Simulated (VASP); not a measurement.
## Ru: single point with PBE

The system is Ru.

```xyz
2
Lattice="2.6520 0.0000 0.0000 -1.3260 2.2967 0.0000 0.0000 0.0000 4.0819" Properties=species:S:1:pos:R:3 pbc="T T T"
Ru    0.0000    1.5311    1.0205
Ru    1.3260    0.7656    3.0614
```

This cell differs from its parent crystal: strain -0.025 along x and y, -0.050 along z.

| Quantity | Value |
| --- | --- |
| Program | VASP 6.6.1 |
| Task | single point |
| Functional | PBE |
| Potentials or basis | VASP PAW PBE potentials, release 64 (Ru_pv) |
| Cutoff | 520 eV |
| k mesh | 24 × 24 × 14 |
| Occupations | gaussian, width 0.15 eV |
| Spin | no spin polarisation |

```json
{
 "Pressure": "41.6 GPa",
 "Band gap on the k mesh": "zero (bands 14 and 15 overlap by 3.71 eV)"
}
```

Stress tensor (GPa, compression positive):
```
35.72  0.00  0.00
 0.00 35.72  0.00
 0.00  0.00 53.47
```

Levels at points of the mesh, in eV from the Fermi level:
```csv
k point,band 12,band 13,band 14,band 15,band 16,band 17
"(0.00, 0.00, 0.00)",-2.17,-2.17,-1.85,-1.85,1.31,1.31
"(0.50, 0.00, 0.00)",-2.05,-1.55,1.44,1.99,2.34,4.49
"(0.00, 0.00, 0.50)",-3.30,-2.84,-2.84,0.65,0.65,0.65
"(0.50, 0.00, 0.50)",-1.35,0.48,0.48,1.78,1.78,3.72
```

It took 6.2 min on 1 thread of AMD EPYC 7R43 64-Core Processor (Zen 3), on a shared host, peak memory 0.25 GiB.

Caveat: the cell differs from its parent crystal (strain -0.025 along x and y, -0.050 along z); the cell stands under pressure.
